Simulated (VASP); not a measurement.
Runs of VASP 6.6.1 on HfN. The structure is that of space group P6_3/mmc (No. 194), or close to it. The cells are those of the table. 

```tsv
task	level	potentials or basis	cell	cutoff (eV)	gap on the mesh (eV)	pressure (GPa)	relaxed volume (Å³/atom)
single point	PBEsol	VASP PAW PBE potentials, release 64 (Hf_pv, N)	a = 3.126, b = 3.126, c = 5.400 Å, angles 90.0, 90.0, 120.0°, 4 atoms	520	none	-2.0	-
relaxation of cell and atoms	BLYP+D3(BJ)	VASP PAW PBE potentials, release 64 (Hf_pv, N)	relaxed from a = 3.134, b = 3.134, c = 5.417 Å, angles 90.0, 90.0, 120.0°, 4 atoms	600	none	-0.1	(b)
single point	LDA	VASP PAW LDA potentials, release 64 (Hf_pv, N)	a = 3.100, b = 3.100, c = 5.365 Å, angles 90.0, 90.0, 120.0°, 4 atoms	520	none	-1.1	-
relaxation of cell and atoms	LDA	VASP PAW LDA potentials, release 64 (Hf_pv, N)	relaxed from a = 3.134, b = 3.134, c = 5.417 Å, angles 90.0, 90.0, 120.0°, 4 atoms	600	none	-0.1	11.12
single point	BLYP+D3(BJ)	VASP PAW PBE potentials, release 64 (Hf_pv, N)	a = 3.133, b = 3.133, c = 5.451 Å, angles 90.0, 90.0, 120.0°, 4 atoms	520	none	(a)	-
relaxation of cell and atoms	PBEsol	VASP PAW PBE potentials, release 64 (Hf_pv, N)	relaxed from a = 3.134, b = 3.134, c = 5.417 Å, angles 90.0, 90.0, 120.0°, 4 atoms	600	none	0.0	11.34
```

Alike in all rows: no spin polarisation; k mesh 8 × 8 × 4; smearing methfessel-paxton 0.1 eV.

Q: Fill in the values left out.

A: (a) -1.3; (b) 11.52.

Caveats: spin-orbit coupling is left out, which moves the levels of the heavy elements; the PAW data sets were made with another functional, which shifts forces and pressure a little (some runs); pairwise dispersion overbinds metals, which lowers pressure and volume (some runs).

A k mesh can miss the band edges, and the runs leave out spin-orbit coupling on Hf.

A gap of «none» marks levels without a gap at the run's occupations.
